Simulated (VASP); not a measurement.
Set up this calculation in VASP 6.6.1, as the native input.

```
Task                   : single point
Functional             : PBEsol
Potentials or basis    : VASP PAW PBE potentials, release 64 (Ni, H)
Cutoff                 : 520 eV
k mesh                 : 12 × 12 × 6
Occupations            : fermi-dirac, width 0.05 eV
Spin                   : collinear spin
Starting moments       : [0.15, 0.15, 0.0] μB
Fixed moment           : 0.3 μB
Dipole correction      : no
Further INCAR settings : ALGO = Normal; EDIFF = 1e-06; NBANDS = 22
```

The structure of Ni2H lies in POSCAR:

```
Ni2H
1.0
    2.6430021000      0.0000000000      0.0000000000
   -1.3215010500      2.2889069600      0.0000000000
    0.0000000000      0.0000000000      4.3080000000
Ni H
2 1
Direct
    0.3333333300      0.6666666700      0.2610000000
    0.6666666700      0.3333333300      0.7960000000
    0.0000000000      0.0000000000      0.0280000000
```

One way to write it, as run:

INCAR

```
PREC     = Accurate       # precision mode
ENCUT    = 520            # plane-wave cutoff, eV
EDIFF    = 1E-6           # SCF threshold, eV
ISMEAR   = -1             # smearing method
SIGMA    = 0.05           # smearing width, eV
LREAL    = F              # projectors in reciprocal space
LASPH    = T              # aspherical terms in the spheres
NELM     = 150            # most SCF steps
ALGO     = Normal         # electronic algorithm
ISIF     = 2              # what is computed and relaxed
LWAVE    = F              # write WAVECAR
LCHARG   = F              # write CHGCAR
ISPIN    = 2              # spin polarisation
MAGMOM   = 0.15 0.15 0    # initial moments
LORBIT   = 11             # projections on sites
NUPDOWN  = 0.3            # fixed moment
LMAXMIX  = 4              # l up to which the mixer works
GGA      = PS             # functional
NBANDS   = 22             # bands
```

KPOINTS

```
regular mesh
0
Gamma
  12 12 6
```

Potentials or basis: VASP PAW PBE potentials, release 64 (Ni, H).

Launch:

```bash
$ cat potpaw_PBE.64/Ni/POTCAR potpaw_PBE.64/H/POTCAR > POTCAR
$ mpirun -np 1 vasp_std > vasp.out
```

Results of the run:

```yaml
Pressure: -16.9 GPa
Largest_force: 1.068 eV/Å
Net_moment: 0.30 μB per cell
Site_moments: Ni +0.16, +0.15; H -0.00 μB
Valence_electrons_inside_the_program's_atomic_spheres: Ni 9.25; H 0.53
```

Caveat: the cell stands under tension; the PAW data sets were made with another functional, which shifts forces and pressure a little; the total moment is fixed, so each spin has its own Fermi level and the state may be an excited one.

Wall time 2.6 min on 1 thread of Oxide Virtual Turin-like Processor (shared host), peak memory 0.17 GiB.
